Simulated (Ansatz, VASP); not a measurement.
Al in VASP and in Ansatz

INCAR

```
SYSTEM = Al
ALGO = Normal
EDIFF = 1E-7
ENCUT = 520
GGA = RE
ISIF = 2
ISMEAR = -1
LASPH = .True.
LCHARG = .False.
LREAL = .False.
LWAVE = .False.
NBANDS = 10
NELM = 100
PREC = Accurate
SIGMA = 0.1
```

Contents of KPOINTS:

```
k-points
0
Gamma
  14 14 8
  0 0 0
```

The input POSCAR:

```
Al
1.0
    2.8926202137      0.0000000000      0.0000000000
   -1.4463101069      2.5050825886      0.0000000000
    0.0000000000      0.0000000000      4.6533925507
Al
2
Direct
    0.3333333333      0.6666666667      0.2500000000
    0.6666666667      0.3333333333      0.7500000000
```

Input for Ansatz:

```yaml
crystal:
  lattice:
    - [2.8926202137, 0.0, 0.0]
    - [-1.4463101069, 2.5050825886, 0.0]
    - [0.0, 0.0, 4.6533925507]
  atoms:
    - { symbol: Al, position: [0.3333333333, 0.6666666667, 0.25] }
    - { symbol: Al, position: [0.6666666667, 0.3333333333, 0.75] }
hamiltonian:
  xc: revpbe
  pseudopotentials:
    kind: paw
    azcp:
      Al: "pseudopotentials/Al.paw.azcp"
basis:
  ecutwfc: 420
  fft_grid_basis: typed
kpoints:
  mp_grid: { grid: [14, 14, 8], shift: [0, 0, 0] }
magnetization:
  spin_polarized: false
scf:
  occupations: { method: fermi_dirac, width: 0.1 }
  lower_state_search: "off"
output:
  stress: true
```

Alike in both runs: task single point; functional revPBE; k mesh 14 × 14 × 8; occupations fermi-dirac, width 0.1 eV; no spin polarisation.

```csv
,VASP,Ansatz
version,VASP 6.6.1,Ansatz 0.2.0
potentials or method,"VASP PAW PBE potentials, release 64 (Al), cutoff 520 eV","plane waves (420 eV) with PAW, scalar-relativistic"
valence electrons in the cell,6,6
```

Ansatz gave:

- pressure (GPa): 0.1
- traceless stress, the component that is largest in VASP (GPa): 1.13

Question: Which values does VASP return?

Answer: Pressure (GPa): -0.1; traceless stress, the component that is largest in VASP (GPa): 1.12.

VASP's potentials were made for PBE, not for revPBE.
